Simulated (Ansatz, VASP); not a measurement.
## One calculation of BaTiO3, two programs

POSCAR

```
BaTiO3
1.0
    2.7091988924      1.5660240193      2.2151551797
   -2.7091988924      1.5660240193      2.2151551797
    0.0000000000     -3.6288724218      2.5654639784
Ba Ti O
1 1 3
Direct
   -0.0057796125     -0.0057796125      0.0286568830
    0.4942196288      0.4942196288      0.5414160894
    0.4942205260      0.9942201973      0.4757870980
    0.4942202604      0.4942202604      0.9494538314
    0.9942201973      0.4942205260      0.4757870980
```

The input INCAR.step1:

```
SYSTEM = BaTiO3
ALGO = Normal
EDIFF = 1E-4
ENCUT = 520
GGA = PE
ISMEAR = 0
LASPH = .TRUE.
LCHARG = .FALSE.
LDAU = .TRUE.
LDAUJ = 0 0 0
LDAUL = -1 2 -1
LDAUTYPE = 2
LDAUU = 0 4 0
LMAXMIX = 4
LREAL = .FALSE.
LWAVE = .TRUE.
NBANDS = 28
NELM = 150
PREC = Accurate
SIGMA = 0.02
```

The input INCAR.step2:

```
SYSTEM = BaTiO3
ALGO = Normal
EDIFF = 1E-7
ENCUT = 520
ISIF = 2
ISMEAR = 0
ISTART = 1
LASPH = .TRUE.
LCHARG = .TRUE.
LDAU = .TRUE.
LDAUJ = 0 0 0
LDAUL = -1 2 -1
LDAUPRINT = 1
LDAUTYPE = 2
LDAUU = 0 4 0
LELF = .TRUE.
LMAXMIX = 4
LMIXTAU = .TRUE.
LREAL = .FALSE.
LVHAR = .TRUE.
LWAVE = .FALSE.
METAGGA = R2SCAN
NBANDS = 28
NELM = 150
PREC = Accurate
SIGMA = 0.02
```

KPOINTS

```
k-points
0
G
  6 6 6
  0 0 0
```

Input for Ansatz:

```yaml
crystal:
  lattice:
    - [2.7091988924, 1.5660240193, 2.2151551797]
    - [-2.7091988924, 1.5660240193, 2.2151551797]
    - [0.0, -3.6288724218, 2.5654639784]
  atoms:
    - { symbol: Ba, position: [-0.0057796125, -0.0057796125, 0.028656883] }
    - { symbol: Ti, position: [0.4942196288, 0.4942196288, 0.5414160894] }
    - { symbol: O, position: [0.494220526, 0.9942201973, 0.475787098] }
    - { symbol: O, position: [0.4942202604, 0.4942202604, 0.9494538314] }
    - { symbol: O, position: [0.9942201973, 0.494220526, 0.475787098] }
basis:
  ecutwfc: 500
kpoints:
  mp_grid: { grid: [6, 6, 6] }
  band_path: { path: [VBM, CBM], npoints: 2 }
hamiltonian:
  xc: r2scan
  hubbard: { sites: [{ species: Ti, l: d, u_eff: 4.0 }] }
scf:
  occupations: { method: gaussian, width: 0.02 }
output:
  forces: true
  stress: true
  eigenvalues: true
checkpoint:
  read: start.run
  write: ck
  compress: false
  write_wavefunctions: false
  write_every: 100000
```

Alike in both runs: task single point; functional r2SCAN; k mesh 6 × 6 × 6; occupations gaussian, width 0.02 eV; no spin polarisation; Hubbard terms Ti d U = 4.0 eV.

|  | VASP | Ansatz |
| --- | --- | --- |
| version | VASP 6.6.1 | Ansatz 0.2.0 |
| potentials or method | VASP PAW PBE potentials, release 64 (Ba_sv, Ti_sv, O), cutoff 520 eV | scalar-relativistic, plane waves, PAW |
| valence electrons in the cell | 40 | 40 |

VASP gave:

* gap on the k mesh at the Fermi level (eV): 2.90
* least direct gap on the mesh (eV): 3.71
* pressure (GPa): 11.0
* traceless stress, the component that is largest in VASP (GPa): 4.67
* rms of the force components (eV/Å): 0.252

**Question.** What did Ansatz give for the same quantities?

**Answer.** gap on the k mesh at the Fermi level (eV): 2.84; least direct gap on the mesh (eV): 3.65; pressure (GPa): 6.7; traceless stress, the component that is largest in VASP (GPa): 4.65; rms of the force components (eV/Å): 0.000.

VASP's potentials were made for PBE, not for r2SCAN. The programs project onto different local orbitals, so the same U acts differently, and such runs can settle in different states. Atom by atom the forces differ by 0.252 eV/Å (rms over components). Ansatz's warnings: structure snapped to symmetry.

Neither program's run includes spin-orbit coupling.
